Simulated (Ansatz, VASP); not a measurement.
# Two plane-wave programs on Bi

File INCAR:

```
SYSTEM = Bi
ALGO = Normal
EDIFF = 1E-7
ENCUT = 520
GGA = CA
ISIF = 2
ISMEAR = -1
LASPH = .TRUE.
LCHARG = .FALSE.
LREAL = .FALSE.
LWAVE = .FALSE.
NBANDS = 22
NELM = 100
PREC = Accurate
SIGMA = 0.05
```

Contents of KPOINTS:

```
k-points
0
G
  7 7 7
  0 0 0
```

The input POSCAR:

```
Bi
1.0
    2.2212115015      1.2824170583      3.8576100961
   -2.2212115015      1.2824170583      3.8576100961
    0.0000000000     -2.5648341167      3.8576100961
Bi
2
Direct
    0.7660000000      0.7660000000      0.7660000000
    0.2340000000      0.2340000000      0.2340000000
```

File input.yaml:

```yaml
crystal:
  lattice:
    - [2.2212115015, 1.2824170583, 3.8576100961]
    - [-2.2212115015, 1.2824170583, 3.8576100961]
    - [0.0, -2.5648341167, 3.8576100961]
  atoms:
    - { symbol: Bi, position: [0.766, 0.766, 0.766] }
    - { symbol: Bi, position: [0.234, 0.234, 0.234] }
hamiltonian:
  xc: lda
  pseudopotentials: { kind: paw }
kpoints:
  mp_grid: { grid: [7, 7, 7] }
scf:
  occupations: { method: fermi_dirac, width: 0.05 }
output:
  forces: true
  stress: true
  eigenvalues: true
  write_density: true
  write_potential: true
  elf: true
  volumetric_format: npy
```

Alike in both runs: task single point; functional LDA; k mesh 7 × 7 × 7; occupations fermi-dirac, width 0.05 eV; no spin polarisation.

|  | VASP | Ansatz |
| --- | --- | --- |
| version | VASP 6.6.1 | Ansatz 0.2.0 |
| potentials or method | VASP PAW LDA potentials, release 64 (Bi_d) | Ansatz PAW |
| plane-wave cutoff (eV) | 520 | 420 |
| valence electrons in the cell | 30 | 30 |

VASP gave:

- gap on the k mesh at the Fermi level (eV): 0.30
- least direct gap on the mesh (eV): 0.57
- pressure (GPa): 1.8
- traceless stress, the component that is largest in VASP (GPa): -0.50
- rms of the force components (eV/Å): 0.213

Question: Estimate Ansatz's values.

Answer: gap on the k mesh at the Fermi level (eV): 0.30; least direct gap on the mesh (eV): 0.56; pressure (GPa): 1.7; traceless stress, the component that is largest in VASP (GPa): -0.47; rms of the force components (eV/Å): 0.198.

LDA's correlation is that of Perdew and Zunger in VASP and of Perdew and Wang (1992) in Ansatz. Atom by atom the forces differ by 0.015 eV/Å (rms over components).

Neither program's run includes spin-orbit coupling. Noted on Ansatz's run: odd divisions of the mesh miss points on the zone boundary, where band edges often lie, so the gap on the mesh can be too wide.
